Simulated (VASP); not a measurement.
# Si3N4 (P6_3/m) in VASP: single point with PBE

Aim: the single point of Si3N4 with PBE.

All numbers are computed with VASP 6.6.1; they aren't measurements. Logs are shortened: lines on timing, memory, paths and dates and some standing lists are left out, and cuts for length are marked.

### 1 The cell of the first run

It takes space group P6_3/m (No. 176, hexagonal). The conventional cell has a = 7.602 Å, b = 7.602 Å, c = 2.906 Å, α = 90.00°, β = 90.00°, γ = 120.00°. Si (site symmetry m) has 4 N at 1.73 to 1.74 Å within 2.3 Å. N (site symmetry m) has 3 Si at 1.74 Å within 2.3 Å. Within 2.3 Å of N (site symmetry -6) lie 3 Si at 1.73 Å.

### 2 Single point, PBE

INCAR reads:

```
  PREC = Accurate
  ENCUT = 520
  EDIFF = 1E-6
  ISMEAR = -1
  SIGMA = 0.02
  LREAL = F
  LASPH = T
  NELM = 60
  ALGO = Normal
  ISIF = 2
  LWAVE = F
  LCHARG = F
  GGA = PE
  NBANDS = 45
```

KPOINTS reads:

```
Automatic mesh
0
Gamma
  4 4 10
```

POSCAR reads:

```
Si3N4
1.0
    7.6020000000      0.0000000000      0.0000000000
   -3.8010000000      6.5835251196      0.0000000000
    0.0000000000      0.0000000000      2.9060000000
Si N
6 8
Direct
    0.7679630109      0.1740750249      0.2500000000
    0.5938879860      0.7679630109      0.7500000000
    0.8259249751      0.5938879860      0.2500000000
    0.2320369891      0.8259249751      0.7500000000
    0.4061120140      0.2320369891      0.2500000000
    0.1740750249      0.4061120140      0.7500000000
    0.0299534913      0.3298803413      0.2500000000
    0.7000731499      0.0299534913      0.7500000000
    0.6701196587      0.7000731499      0.2500000000
    0.9700465087      0.6701196587      0.7500000000
    0.2999268501      0.9700465087      0.2500000000
    0.3298803413      0.2999268501      0.7500000000
    0.6666666667      0.3333333333      0.2500000000
    0.3333333333      0.6666666667      0.7500000000
```

Potentials or basis: VASP PAW PBE potentials, release 64 (Si, N).

Command:

```bash
> cat potpaw_PBE.64/Si/POTCAR potpaw_PBE.64/N/POTCAR > POTCAR
> mpirun -np 1 vasp_std > vasp.out
```

OUTCAR:

```text
PREC = Accurate
   ENCUT = 520
   EDIFF = 1E-6
   ISMEAR = -1
   LREAL = F
   LASPH = T
   NELM = 60
   ISIF = 2
   GGA = PE

 ion  position               nearest neighbor table
   1  0.768  0.174  0.250-  13 1.73   7 1.74   8 1.74   8 1.74   5 3.00   3 3.00   6 3.05   6 3.05
                             2 3.05   2 3.05
   2  0.594  0.768  0.750-  14 1.73   8 1.74   9 1.74   9 1.74   4 3.00   6 3.00   3 3.05   3 3.05
                             1 3.05   1 3.05
   3  0.826  0.594  0.250-  13 1.73   9 1.74  10 1.74  10 1.74   5 3.00   1 3.00   2 3.05   2 3.05
                             4 3.05   4 3.05
   4  0.232  0.826  0.750-  14 1.73  10 1.74  11 1.74  11 1.74   2 3.00   6 3.00   3 3.05   3 3.05
                             5 3.05   5 3.05
   5  0.406  0.232  0.250-  13 1.73  11 1.74  12 1.74  12 1.74   1 3.00   3 3.00   6 3.05   6 3.05
                             4 3.05   4 3.05
   6  0.174  0.406  0.750-  14 1.73  12 1.74   7 1.74   7 1.74   2 3.00   4 3.00   5 3.05   5 3.05
                             1 3.05   1 3.05
   7  0.030  0.330  0.250-   1 1.74   6 1.74   6 1.74
   8  0.700  0.030  0.750-   2 1.74   1 1.74   1 1.74
   9  0.670  0.700  0.250-   3 1.74   2 1.74   2 1.74
  10  0.970  0.670  0.750-   4 1.74   3 1.74   3 1.74
  11  0.300  0.970  0.250-   5 1.74   4 1.74   4 1.74
  12  0.330  0.300  0.750-   6 1.74   5 1.74   5 1.74
  13  0.667  0.333  0.250-   1 1.73   3 1.73   5 1.73
  14  0.333  0.667  0.750-   4 1.73   6 1.73   2 1.73

  LATTYP: Found a hexagonal cell.
 ALAT       =     7.6020000000
 C/A-ratio  =     0.3822678243

  Lattice vectors:

 A1 = (   7.6020000000,   0.0000000000,   0.0000000000)
 A2 = (  -3.8010000000,   6.5835251196,   0.0000000000)
 A3 = (   0.0000000000,   0.0000000000,   2.9060000000)

Analysis of symmetry for initial positions (statically):
=====================================================================
 Subroutine PRICEL returns:
 Original cell was already a primitive cell.

 Routine SETGRP: Setting up the symmetry group for a
 hexagonal supercell.

 Subroutine GETGRP returns: Found 12 space group operations
 (whereof  6 operations were pure point group operations)
 out of a pool of 24 trial point group operations.

The static configuration has the point symmetry S_6 .
 The point group associated with its full space group is C_6h.

Analysis of symmetry for dynamics (positions and initial velocities):
=====================================================================
 Subroutine PRICEL returns:
 Original cell was already a primitive cell.

 Routine SETGRP: Setting up the symmetry group for a
 hexagonal supercell.

 Subroutine GETGRP returns: Found 12 space group operations
 (whereof  6 operations were pure point group operations)
 out of a pool of 24 trial point group operations.

The dynamic configuration has the point symmetry S_6 .
 The point group associated with its full space group is C_6h.

 Subroutine INISYM returns: Found 12 space group operations
 (whereof  6 operations are pure point group operations),
 and found     1 'primitive' translations

----------------------------------------------------------------------------------------

                                     Primitive cell

  volume of cell :     145.4394

  direct lattice vectors                    reciprocal lattice vectors
     7.602000000  0.000000000  0.000000000     0.131544330  0.075947155  0.000000000
    -3.801000000  6.583525120  0.000000000     0.000000000  0.151894309  0.000000000
     0.000000000  0.000000000  2.906000000     0.000000000  0.000000000  0.344115623

  length of vectors
     7.602000000  7.602000000  2.906000000     0.151894309  0.151894309  0.344115623

  position of ions in fractional coordinates (direct lattice)
     0.767963011  0.174075025  0.250000000
     0.593887986  0.767963011  0.750000000
     0.825924975  0.593887986  0.250000000
     0.232036989  0.825924975  0.750000000
     0.406112014  0.232036989  0.250000000
     0.174075025  0.406112014  0.750000000
     0.029953491  0.329880341  0.250000000
     0.700073150  0.029953491  0.750000000
     0.670119659  0.700073150  0.250000000
     0.970046509  0.670119659  0.750000000
     0.299926850  0.970046509  0.250000000
     0.329880341  0.299926850  0.750000000
     0.666666667  0.333333333  0.250000000
     0.333333333  0.666666667  0.750000000

  ion indices of the primitive-cell ions
   primitive index   ion index
                 1           1
                 2           2
                 3           3
                 4           4
                 5           5
                 6           6
                 7           7
                 8           8
                 9           9
                10          10
                11          11
                12          12
                13          13
                14          14

----------------------------------------------------------------------------------------

 KPOINTS: Automatic mesh

Automatic generation of k-mesh.
 Grid dimensions read from file:
 generate k-points for:    4    4   10

 Generating k-lattice:

  Cartesian coordinates                     Fractional coordinates (reciprocal lattice)
     0.032886083  0.018986789  0.000000000     0.250000000  0.000000000  0.000000000
     0.000000000  0.037973577  0.000000000     0.000000000  0.250000000  0.000000000
     0.000000000  0.000000000  0.034411562     0.000000000  0.000000000  0.100000000

  Length of vectors
     0.037973577  0.037973577  0.034411562

  Shift w.r.t. Gamma in fractional coordinates (k-lattice)
     0.000000000  0.000000000  0.000000000

 Subroutine IBZKPT returns following result:
 ===========================================

 Found     24 irreducible k-points:

 Following reciprocal coordinates:
            Coordinates               Weight
  0.000000  0.000000  0.000000      1.000000
  0.250000  0.000000  0.000000      6.000000
  0.500000  0.000000  0.000000      3.000000
  0.250000  0.250000  0.000000      6.000000
  0.000000  0.000000  0.100000      2.000000
  0.250000  0.000000  0.100000     12.000000
[... 16 lines left out ...]
  0.500000  0.000000  0.500000      3.000000
  0.250000  0.250000  0.500000      6.000000
   k-points           NKPTS =     24   k-points in BZ     NKDIM =     24   number of bands    NBANDS=     45
   number of dos      NEDOS =    301   number of ions     NIONS =     14
   total plane-waves  NPLWV =  86400
   dimension x,y,z NGX =    60 NGY =   60 NGZ =   24
   dimension x,y,z NGXF=   120 NGYF=  120 NGZF=   48
   ions per type =               6   8
   NGX,Y,Z   is equivalent  to a cutoff of  13.12, 13.12, 13.73 a.u.
   NGXF,Y,Z  is equivalent  to a cutoff of  26.24, 26.24, 27.46 a.u.
 SYSTEM =  unknown system
   PREC   = accura    normal or accurate (medium, high low for compatibility)
   ISTART =      0    job   : 0-new  1-cont  2-samecut
   ICHARG =      2    charge: 1-file 2-atom 10-const
   ISPIN  =      1    spin polarized calculation?
   LNONCOLLINEAR =      F non collinear calculations
   LSORBIT =      F    spin-orbit coupling
   LASPH  =      T    aspherical Exc in radial PAW
   ENCUT  =  520.0 eV  38.22 Ry    6.18 a.u.  14.13 14.13  5.40*2*pi/ulx,y,z
   NELM   =     60;   NELMIN=  2; NELMDL= -5     # of ELM steps
   EDIFF  = 0.1E-05   stopping-criterion for ELM
   LREAL  =      F    real-space projection
   EDIFFG = 0.1E-04   stopping-criterion for IOM
   NSW    =      0    number of steps for IOM
   IBRION =     -1    ionic relax: 0-MD 1-quasi-New 2-CG
   NFREE  =      0    steps in history (QN), initial steepest desc. (CG)
   ISIF   =      2    stress and relaxation
   ISYM   =      2    0-nonsym 1-usesym 2-fastsym
   POTIM  = 0.5000    time-step for ionic-motion
   TEBEG  =    0.0;   TEEND  =   0.0 temperature during run
   PSTRESS=    0.0 pullay stress
   NELECT =      64.0000    total number of electrons
   NUPDOWN=      -1.0000    fix difference up-down
   EMIN   =  10.00;   EMAX   =-10.00  energy-range for DOS
   EFERMI =   0.00;   METHOD = LEGACY
   ISMEAR =    -1;   SIGMA  =   0.02  broadening in eV -4-tet -1-fermi 0-gaus
   EFERMI_NEDOS =   21; number of points for ismear=-14 and -15
   IALGO  =     38    algorithm
   IMIX   =      4    mixing-type and parameters
     AMIX     =   0.40;   BMIX     =  1.00
     AMIX_MAG =   1.60;   BMIX_MAG =  1.00
  volume/ion in A,a.u.               =      10.39        70.11
  Fermi-wavevector in a.u.,A,eV,Ry     =   1.245205  2.353096 21.096314  1.550535
  Thomas-Fermi vector in A             =   2.379438
   LORBIT       =      0    0 simple, 1 ext, 2 COOP (PROOUT), +10 PAW based schemes
   GGA     = PE    functional components
[... 5 lines left out ...]
 non-spin polarized calculation
  energy-cutoff  :      520.00
  volume of cell :      145.44
 maximum number of plane-waves:      3965
 NGX is ok and might be reduce to    60
   NGX = 29   NGY = 29   NGZ = 11

 number of electron      63.9999992 magnetization

 Free energy of the ion-electron system (eV)
  ---------------------------------------------------
  ext. energy  EPLUGINS =         0.00000000
  ---------------------------------------------------
  free energy    TOTEN  =      -114.48875914 eV

  energy without entropy =     -114.48875914  energy(sigma->0) =     -114.48875914

 E-fermi :   7.2346     XC(G=0): -10.8121

 val. band max:        6.7768408534   @ k =   0.0000   0.0000   0.2000
 cond. band min:      11.1032856210   @ k =   0.0000   0.0000   0.0000
 fundamental gap:      4.3264447676
 Fermi energy:         7.2345808620

 k-point     1 :       0.0000    0.0000    0.0000
  band No.  band energies     occupation
      1     -11.4533      2.00000
      2      -9.9894      2.00000
      3      -9.9894      2.00000
      4      -9.3448      2.00000
      5      -9.2178      2.00000
      6      -9.2178      2.00000
[... 1117 lines left out ...]
     43      14.4195      0.00000
     44      14.4195      0.00000
 [bands above 44 left out]

------------------------ aborting loop because EDIFF is reached ----------------------------------------

  FORCE on cell =-STRESS in cart. coord.  units (eV):
  Direction    XX          YY          ZZ          XY          YZ          ZX
  --------------------------------------------------------------------------------------
  -------------------------------------------------------------------------------------
  Total        4.9423649      4.9423649      4.8394082     -0.0000000     -0.0000000      0.0000000
  in kB       54.4456788     54.4456788     53.3114952     -0.0000005     -0.0000000      0.0000000
  external PRESSURE =      54.0676176 kB  Pullay stress =       0.0000000 kB

 VOLUME and BASIS-vectors are now :
 -----------------------------------------------------------------------------
  energy-cutoff  :      520.00
  volume of cell :      145.44
      direct lattice vectors                 reciprocal lattice vectors
     7.602000000  0.000000000  0.000000000     0.131544330  0.075947155  0.000000000
    -3.801000000  6.583525120  0.000000000     0.000000000  0.151894309  0.000000000
     0.000000000  0.000000000  2.906000000     0.000000000  0.000000000  0.344115623

 POSITION                                       TOTAL-FORCE (eV/Angst)
 -----------------------------------------------------------------------------------
      5.17640      1.14603      0.72650        -0.011993     -0.002921     -0.000000
      1.59571      5.05590      2.17950        -0.003467     -0.011847      0.000000
      4.02131      3.90988      0.72650         0.008526     -0.008926      0.000000
     -1.37540      5.43750      2.17950         0.011993      0.002921     -0.000000
      2.20529      1.52762      0.72650         0.003467      0.011847     -0.000000
     -0.22031      2.67365      2.17950        -0.008526      0.008926     -0.000000
     -1.02617      2.17178      0.72650        -0.002733     -0.012825      0.000000
      5.20810      0.19720      2.17950         0.009740     -0.008780      0.000000
      2.43327      4.60895      0.72650         0.012473      0.004045      0.000000
      4.82717      4.41175      2.17950         0.002733      0.012825     -0.000000
     -1.40710      6.38633      0.72650        -0.009740      0.008780     -0.000000
      1.36773      1.97458      2.17950        -0.012473     -0.004045      0.000000
      3.80100      2.19451      0.72650         0.000000      0.000000      0.000000
     -0.00000      4.38902      2.17950         0.000000      0.000000     -0.000000
 -----------------------------------------------------------------------------------
    total drift:                               -0.000000      0.000000     -0.000000

  FREE ENERGIE OF THE ION-ELECTRON SYSTEM (eV)
  ---------------------------------------------------
  free  energy   TOTEN  =      -114.4887591357 eV

  energy  without entropy=     -114.4887591357  energy(sigma->0) =     -114.48875914
```

Wall time 2.5 min (1 thread of Intel Xeon Platinum 8259CL at 2.50GHz (Skylake/Cascade Lake), shared host); peak memory 0.32 GiB.

What came out:

- Free energy: -114.4888 eV
- Pressure: 5.4 GPa
- Largest force: 0.013 eV/Å
- Band gap on the k mesh: 4.33 eV (least direct gap 4.52 eV)

Forces on the atoms (eV/Å):
```
Si  -0.012 -0.003  0.000
Si  -0.003 -0.012  0.000
Si   0.009 -0.009  0.000
Si   0.012  0.003  0.000
Si   0.003  0.012  0.000
Si  -0.009  0.009  0.000
N   -0.003 -0.013  0.000
N    0.010 -0.009  0.000
N    0.012  0.004  0.000
N    0.003  0.013  0.000
N   -0.010  0.009  0.000
N   -0.012 -0.004  0.000
N    0.000  0.000  0.000
N    0.000  0.000  0.000
```

Stress tensor (GPa, compression positive):
```
5.44 0.00 0.00
0.00 5.44 0.00
0.00 0.00 5.33
```

Caveat: the cell stands under pressure. A k mesh can miss the band edges.
